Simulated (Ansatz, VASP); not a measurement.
Given: the input of a run of Ansatz 0.2.0 on Ir.

input.yaml

```yaml
crystal:
  lattice:
    - [0.0, 1.9282864624, 1.9282864624]
    - [1.9282864624, 0.0, 1.9282864624]
    - [1.9282864624, 1.9282864624, 0.0]
  atoms:
    - { symbol: Ir, position: [0.0, 0.0, 0.0] }
hamiltonian:
  xc: pbe0
  pseudopotentials: { kind: paw }
kpoints:
  mp_grid: { grid: [6, 6, 6] }
scf:
  occupations: { method: fermi_dirac, width: 0.05 }
output:
  forces: true
  stress: true
  eigenvalues: true
```

Potentials or basis: Ansatz PAW.

Command:

```bash
$ ansatz run input.yaml --threads 2 --pin off --max-ram 5632MiB --backend cpu --events-out ev --progress --plain --runs-dir out
```

Task: Set up the same calculation for VASP 6.6.1. Potentials there: VASP PAW PBE potentials, release 64 (Ir).

Result: As run (the cutoff follows the program's own potentials):

File POSCAR:

```
Ir
1.0
    0.0000000000      1.9282864624      1.9282864624
    1.9282864624      0.0000000000      1.9282864624
    1.9282864624      1.9282864624      0.0000000000
Ir
1
Direct
    0.0000000000      0.0000000000      0.0000000000
```

INCAR.step1

```
SYSTEM = Ir
ALGO = Normal
EDIFF = 1E-5
ENCUT = 520
GGA = PE
ISIF = 2
ISMEAR = -1
LASPH = .TRUE.
LCHARG = .FALSE.
LREAL = .FALSE.
LWAVE = .TRUE.
NBANDS = 10
NELM = 60
PREC = Accurate
SIGMA = 0.05
```

File INCAR.step2:

```
SYSTEM = Ir
AEXX = 0.25
ALGO = Normal
EDIFF = 1E-7
ENCUT = 520
GGA = PE
ISIF = 2
ISMEAR = -1
ISTART = 1
LASPH = .TRUE.
LCHARG = .FALSE.
LHFCALC = .TRUE.
LREAL = .FALSE.
LWAVE = .FALSE.
NBANDS = 10
NELM = 60
PREC = Accurate
PRECFOCK = Normal
SIGMA = 0.05
```

File KPOINTS:

```
k-points
0
G
  6 6 6
  0 0 0
```

Potentials or basis: VASP PAW PBE potentials, release 64 (Ir).

Run with:

```console
$ cat potpaw_PBE.64/Ir/POTCAR > POTCAR
$ cp INCAR.step1 INCAR
$ mpirun -np 1 vasp_std > vasp.out
$ cp INCAR.step2 INCAR
$ mpirun -np 1 vasp_std > vasp.out
```

Both were run:

|  | VASP | Ansatz | Ansatz less VASP |
| --- | --- | --- | --- |
| gap on the k mesh at the Fermi level (eV) | none | none | - |
| pressure (GPa) | -6.9 | -9.0 | -2.10 |

A gap of «none» marks a metal or a gap that the smearing closes. With one functional, cell and mesh, what is left measures potentials, basis and numerics. VASP's potentials hold 9 valence electrons a cell and Ansatz's 17, so a difference there can come from the potentials and not from the codes.

The k mesh is coarse, so the values compare programs but aren't converged. Neither program's run includes spin-orbit coupling.
